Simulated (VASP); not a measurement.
# Pt (P6_3/mmc) in VASP: a series of runs

Runs on Pt. Level: PBEsol. Tasks: density of states.

All numbers are computed with VASP 6.6.1; they aren't measurements. Logs are shortened: lines on timing, memory, paths and dates and some standing lists are left out, and cuts for length are marked.

## (1) The cell of the first run

It takes space group P6_3/mmc (No. 194, hexagonal). Conventional cell: a = 2.216 Å, b = 2.216 Å, c = 3.702 Å, α = 90.00°, β = 90.00°, γ = 120.00°. Pt (site symmetry -6m2) has 12 Pt at 2.22 to 2.25 Å within 2.9 Å.

## (2) Density of states, PBEsol (volume scaled by 0.52)

Contents of POSCAR:

```
Pt
1.0
    2.2159656156      0.0000000000      0.0000000000
   -1.1079828078      1.9190825170      0.0000000000
    0.0000000000      0.0000000000      3.7016325892
Pt
2
Direct
    0.3333333333      0.6666666667      0.2500000000
    0.6666666667      0.3333333333      0.7500000000
```

Contents of INCAR.step1:

```
SYSTEM = Pt
PREC = Accurate
ENCUT = 520
EDIFF = 1E-6
ISMEAR = -1
SIGMA = 0.05
LREAL = .False.
LASPH = .True.
NELM = 60
ALGO = Normal
ISIF = 2
LWAVE = .False.
LCHARG = .True.
LMAXMIX = 4
GGA = PS
NBANDS = 17
```

Contents of KPOINTS.step1:

```
regular mesh
0
Gamma
  17 17 10
  0 0 0
```

Contents of INCAR.step2:

```
SYSTEM = Pt
PREC = Accurate
ENCUT = 520
EDIFF = 1E-6
ISMEAR = -5
SIGMA = 0.05
LREAL = .False.
LASPH = .True.
NELM = 60
ALGO = Normal
ISIF = 2
LWAVE = .False.
LCHARG = .False.
LMAXMIX = 4
GGA = PS
LORBIT = 11
NEDOS = 1001
ICHARG = 11
```

Contents of KPOINTS.step2:

```
regular mesh
0
Gamma
  26 26 15
  0 0 0
```

Potentials or basis: VASP PAW PBE potentials, release 64 (Pt).

The run is started by

```bash
cat potpaw_PBE.64/Pt/POTCAR > POTCAR
cp INCAR.step1 INCAR
cp KPOINTS.step1 KPOINTS
mpirun -np 1 vasp_std > vasp.out
cp INCAR.step2 INCAR
cp KPOINTS.step2 KPOINTS
mpirun -np 1 vasp_std > vasp.out
```

OUTCAR:

```text
SYSTEM = Pt
   PREC = Accurate
   ENCUT = 520
   EDIFF = 1E-6
   ISMEAR = -5
   LREAL = .False.
   LASPH = .True.
   NELM = 60
   ISIF = 2
   GGA = PS
   LORBIT = 11
   ICHARG = 11

 ion  position               nearest neighbor table
   1  0.333  0.667  0.250-   2 2.25   2 2.25   2 2.25   2 2.25   2 2.25   2 2.25   2 3.16   2 3.16
                             2 3.16   2 3.16   2 3.16   2 3.16
   2  0.667  0.333  0.750-   1 2.25   1 2.25   1 2.25   1 2.25   1 2.25   1 2.25   1 3.16   1 3.16
                             1 3.16   1 3.16   1 3.16   1 3.16

  LATTYP: Found a hexagonal cell.
 ALAT       =     2.2159656156
 C/A-ratio  =     1.6704377375

  Lattice vectors:

 A1 = (   2.2159656156,   0.0000000000,   0.0000000000)
 A2 = (  -1.1079828078,   1.9190825170,   0.0000000000)
 A3 = (   0.0000000000,   0.0000000000,   3.7016325892)

Analysis of symmetry for initial positions (statically):
=====================================================================
 Subroutine PRICEL returns:
 Original cell was already a primitive cell.

 Routine SETGRP: Setting up the symmetry group for a
 hexagonal supercell.

 Subroutine GETGRP returns: Found 24 space group operations
 (whereof 12 operations were pure point group operations)
 out of a pool of 24 trial point group operations.

The static configuration has the point symmetry D_3d.
 The point group associated with its full space group is D_6h.

Analysis of symmetry for dynamics (positions and initial velocities):
=====================================================================
 Subroutine PRICEL returns:
 Original cell was already a primitive cell.

 Routine SETGRP: Setting up the symmetry group for a
 hexagonal supercell.

 Subroutine GETGRP returns: Found 24 space group operations
 (whereof 12 operations were pure point group operations)
 out of a pool of 24 trial point group operations.

The dynamic configuration has the point symmetry D_3d.
 The point group associated with its full space group is D_6h.

 Subroutine INISYM returns: Found 24 space group operations
 (whereof 12 operations are pure point group operations),
 and found     1 'primitive' translations

----------------------------------------------------------------------------------------

                                     Primitive cell

  volume of cell :      15.7416

  direct lattice vectors                    reciprocal lattice vectors
     2.215965616  0.000000000  0.000000000     0.451270540  0.260541168  0.000000000
    -1.107982808  1.919082517  0.000000000     0.000000000  0.521082336  0.000000000
     0.000000000  0.000000000  3.701632589     0.000000000  0.000000000  0.270151069

  length of vectors
     2.215965616  2.215965616  3.701632589     0.521082336  0.521082336  0.270151069

[... 98 lines left out ...]
   EFERMI_NEDOS =   21; number of points for ismear=-14 and -15
   IALGO  =     38    algorithm
   IMIX   =      4    mixing-type and parameters
     AMIX     =   0.40;   BMIX     =  1.00
     AMIX_MAG =   1.60;   BMIX_MAG =  1.00
  volume/ion in A,a.u.               =       7.87        53.11
  Fermi-wavevector in a.u.,A,eV,Ry     =   1.773107  3.350686 42.775450  3.143907
  Thomas-Fermi vector in A             =   2.839366
   LORBIT       =     11    0 simple, 1 ext, 2 COOP (PROOUT), +10 PAW based schemes
   GGA     = PS    functional components
   LHFCALC =     F    Hartree Fock is set to
   AEXX    =    0.0000 exact exchange contribution
   IVDW    =     0    specifies the selected vdW correction
   LEPSILON=     F    determine dielectric tensor
   LRPA    =     F    only Hartree local field effects (RPA)
 non-spin polarized calculation
 Fermi weights with tetrahedron method with Bloechl corrections
  energy-cutoff  :      520.00
  volume of cell :       15.74
 maximum number of plane-waves:       436

 number of electron      20.0000000 magnetization

 Free energy of the ion-electron system (eV)
  ---------------------------------------------------
  ext. energy  EPLUGINS =         0.00000000
  ---------------------------------------------------
  free energy    TOTEN  =         9.48864467 eV

  energy without entropy =        9.48864467  energy(sigma->0) =        9.48864467

 E-fermi :  28.9260     XC(G=0): -17.7085

 val. band max:       29.0355500034   @ k =   0.4231   0.0000   0.4000
 cond. band min:      28.8502903433   @ k =   0.3846   0.0769   0.1333
 fundamental gap:     -0.1852596601
 Fermi energy:        28.9259773669

 k-point     1 :       0.0000    0.0000    0.0000
  band No.  band energies     occupation
      1       9.5851      2.00000
      2      11.4521      2.00000
      3      17.9577      2.00000
      4      18.6751      2.00000
      5      18.6751      2.00000
      6      20.0750      2.00000
      7      20.0750      2.00000
      8      22.5156      2.00000
      9      22.5157      2.00000
     10      26.0731      2.00000
     11      27.8080      2.00000
     12      27.8081      2.00000
     13      38.9392      0.00000
     14      39.7582      0.00000
[... 377 lines left out ...]
      1      11.4916      2.00000
      2      13.1097      2.00000
      3      13.2520      2.00000
      4      18.6843      2.00000
      5      19.9010      2.00000
      6      20.0006      2.00000
      7      21.1809      2.00000
      8      28.0341      2.00767
      9      28.2026      2.07908
     10      29.5030     -0.07562
     11      30.3499      0.00000
     12      38.8484      0.00000
     13      39.3931      0.00000
     14      41.5589      0.00000

 [... further k-points ...]
[... 5 lines left out ...]
  --------------------------------------------------------------------------------------
  -------------------------------------------------------------------------------------
  Total       95.2309511     95.2309511     95.3883538     -0.0000000     -0.0000000      0.0000000
  in kB     9692.5651315   9692.5651313   9708.5855035     -0.0000000     -0.0000000      0.0000000
  external PRESSURE =    9697.9052554 kB  Pullay stress =       0.0000000 kB

 VOLUME and BASIS-vectors are now :
 -----------------------------------------------------------------------------
  energy-cutoff  :      520.00
  volume of cell :       15.74
      direct lattice vectors                 reciprocal lattice vectors
     2.215965616  0.000000000  0.000000000     0.451270540  0.260541168  0.000000000
    -1.107982808  1.919082517  0.000000000     0.000000000  0.521082336  0.000000000
     0.000000000  0.000000000  3.701632589     0.000000000  0.000000000  0.270151069

 POSITION                                       TOTAL-FORCE (eV/Angst)
 -----------------------------------------------------------------------------------
     -0.00000      1.27939      0.92541        -0.000000      0.000000      0.000000
      1.10798      0.63969      2.77622         0.000000     -0.000000      0.000000
 -----------------------------------------------------------------------------------
    total drift:                                0.000000     -0.000000     -0.000000

  FREE ENERGIE OF THE ION-ELECTRON SYSTEM (eV)
  ---------------------------------------------------
  free  energy   TOTEN  =         9.4886446734 eV

  energy  without entropy=        9.4886446734  energy(sigma->0) =        9.48864467

 total charge

# of ion       s       p       d       tot
------------------------------------------
    1        1.220   1.923   9.579  12.721
    2        1.220   1.923   9.579  12.721
--------------------------------------------------
tot          2.439   3.845  19.158  25.443
```

OSZICAR.step1:

```text
N       E                     dE             d eps       ncg     rms          rms(c)
DAV:   1     0.142188163188E+03    0.14219E+03   -0.11153E+04  6748   0.123E+03
DAV:   2     0.100414845148E+02   -0.13215E+03   -0.12765E+03  7792   0.302E+02
DAV:   3     0.776402660089E+01   -0.22775E+01   -0.22669E+01  8447   0.399E+01
DAV:   4     0.775621252071E+01   -0.78141E-02   -0.78133E-02  8166   0.238E+00
DAV:   5     0.775617317486E+01   -0.39346E-04   -0.39345E-04  8461   0.160E-01    0.118E+02
DAV:   6     0.886137167947E+01    0.11052E+01   -0.39267E-02  7388   0.180E+00    0.708E+01
DAV:   7     0.949410968744E+01    0.63274E+00   -0.84833E-02  7273   0.265E+00    0.626E-01
DAV:   8     0.949359461954E+01   -0.51507E-03   -0.31345E-03  8748   0.457E-01    0.233E-01
DAV:   9     0.949330484568E+01   -0.28977E-03   -0.25342E-04  8416   0.155E-01    0.600E-02
DAV:  10     0.949328977345E+01   -0.15072E-04   -0.35872E-05  8653   0.479E-02    0.291E-02
DAV:  11     0.949328793805E+01   -0.18354E-05   -0.46938E-07  5242   0.702E-03    0.424E-03
DAV:  12     0.949328828537E+01    0.34732E-06   -0.10005E-07  3915   0.300E-03
   1 F= 0.94932883E+01 E0= 0.94994581E+01  d E =-.123397E-01
```

Wall time 62 s (1 thread of Intel Xeon Platinum 8559C (Emerald Rapids), shared host); peak memory 0.23 GiB.

Caveat: the PAW data sets were made with another functional, which shifts forces and pressure a little; spin-orbit coupling is left out, which moves the levels of the heavy elements; tetrahedron occupations give inexact forces and stress in metals.

(Continued in part 2 of 2.)
